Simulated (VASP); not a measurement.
Write the native input for VASP 6.6.1 that does the following.

| Item | Value |
| --- | --- |
| Task | single point |
| Functional | PBEsol |
| Potentials or basis | VASP PAW PBE potentials, release 64 (Bi_d, Te) |
| Cutoff | 500 eV |
| k mesh | 7 × 7 × 7 |
| Occupations | methfessel-paxton, width 0.1 eV |
| Spin | no spin polarisation |
| Dipole correction | no |
| Further INCAR settings | ALGO = Normal; EDIFF = 1e-06; NBANDS = 18 |

The structure of BiTe lies in POSCAR:

```
BiTe
1.0
    0.0000000000      3.2350000000      3.2350000000
    3.2350000000      0.0000000000      3.2350000000
    3.2350000000      3.2350000000      0.0000000000
Bi Te
1 1
Direct
    0.0000000000      0.0000000000      0.0000000000
    0.5000000000      0.5000000000      0.5000000000
```

These files were run (other wordings do the same):

INCAR

```
SYSTEM = BiTe
ALGO     = Normal         ! electronic algorithm
EDIFF    = 1E-6           ! SCF threshold, eV
ENCUT    = 500            ! plane-wave cutoff, eV
GGA      = PS             ! functional
GGA_COMPAT= .False.      
ISIF     = 2              ! what is computed and relaxed
ISMEAR   = 1              ! smearing method
LASPH    = .True.         ! aspherical terms in the spheres
LCHARG   = .False.        ! write CHGCAR
LREAL    = .False.        ! projectors in reciprocal space
LWAVE    = .False.        ! write WAVECAR
NBANDS   = 18             ! bands
NELM     = 120            ! most SCF steps
PREC     = Accurate       ! precision mode
SIGMA    = 0.1            ! smearing width, eV
```

KPOINTS

```
k-points
0
Gamma
  7 7 7
  0 0 0
```

Potentials or basis: VASP PAW PBE potentials, release 64 (Bi_d, Te).

Run with:

```console
$ cat potpaw_PBE.64/Bi_d/POTCAR potpaw_PBE.64/Te/POTCAR > POTCAR
$ mpirun -np 1 vasp_std > vasp.out
```

Results of the run:

The pressure is -1.5 GPa and the band gap on the k mesh is zero (an odd number of electrons rules out a gap without spin polarisation).

Caveat: the PAW data sets were made with another functional, which shifts forces and pressure a little; spin-orbit coupling is left out, which moves the levels of the heavy elements.

It took 9.8 s on 1 thread of Intel(R) Xeon(R) Platinum 8481C CPU @ 2.70GHz (Sapphire Rapids), on a shared host, peak memory 0.21 GiB.
